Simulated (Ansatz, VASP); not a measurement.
**One calculation of Fe, two programs**

File INCAR:

```
SYSTEM = Fe
ALGO = Normal
EDIFF = 1E-7
ENCUT = 520
GGA = RE
ISIF = 2
ISMEAR = -1
ISPIN = 2
LASPH = .TRUE.
LCHARG = .TRUE.
LELF = .TRUE.
LMAXMIX = 4
LORBIT = 11
LREAL = .FALSE.
LVHAR = .TRUE.
LWAVE = .FALSE.
MAGMOM = 2.684 2.586 2.586
NBANDS = 23
NELM = 150
PREC = Accurate
SIGMA = 0.05
```

Contents of KPOINTS:

```
k-points
0
G
  11 11 17
  0 0 0
```

Contents of POSCAR:

```
Fe
1.0
    4.2222925111      0.0000000000      0.0000000000
   -2.1111462556      3.6566125768      0.0000000000
    0.0000000000      0.0000000000      2.4097498137
Fe
3
Direct
    0.0000000000      1.0000000000      0.0000000000
    0.3333333333      0.6666666667      0.5000000000
    0.6666666667      0.3333333333      0.5000000000
```

Input for Ansatz:

```yaml
crystal:
  lattice:
    - [4.2222925111, 0.0, 0.0]
    - [-2.1111462556, 3.6566125768, 0.0]
    - [0.0, 0.0, 2.4097498137]
  atoms:
    - { symbol: Fe, position: [0.0, 1.0, 0.0], spin: 2.684 }
    - { symbol: Fe, position: [0.3333333333, 0.6666666667, 0.5], spin: 2.586 }
    - { symbol: Fe, position: [0.6666666667, 0.3333333333, 0.5], spin: 2.586 }
hamiltonian:
  xc: revpbe
  pseudopotentials:
    kind: paw
    azcp:
      Fe: "pseudopotentials/Fe.paw.azcp"
basis:
  ecutwfc: 420
  fft_grid_basis: typed
kpoints:
  mp_grid: { grid: [11, 11, 17], shift: [0, 0, 0] }
magnetization:
  spin_polarized: true
scf:
  occupations: { method: fermi_dirac, width: 0.05 }
output:
  write_density: true
  write_potential: true
  elf: true
  volumetric_format: npy
```

Alike in both runs: task single point; functional revPBE; k mesh 11 × 11 × 17; occupations fermi-dirac, width 0.05 eV; collinear spin.

```csv
,VASP,Ansatz
version,VASP 6.6.1,Ansatz 0.2.0
potentials or method,"VASP PAW PBE potentials, release 64 (Fe), cutoff 520 eV","plane waves (420 eV) with PAW, scalar-relativistic"
valence electrons in the cell,24,48
```

Ansatz gave:

| Item | Value |
| --- | --- |
| net moment per atom (μB) | 2.58 |
| size of the moment on the site where the two differ most (μB) | 2.65 |

Question: Which values does VASP return?

Answer: net moment per atom (μB): 2.59; size of the moment on the site where the two differ most (μB): 2.62.

VASP's potentials were made for PBE, not for revPBE. Site moments also hang on the region over which each program counts them. The functional is the same, so the differences come from potentials, cutoffs and numerics. VASP's potentials hold 24 valence electrons a cell and Ansatz's 48, so a difference there can come from the potentials and not from the codes.
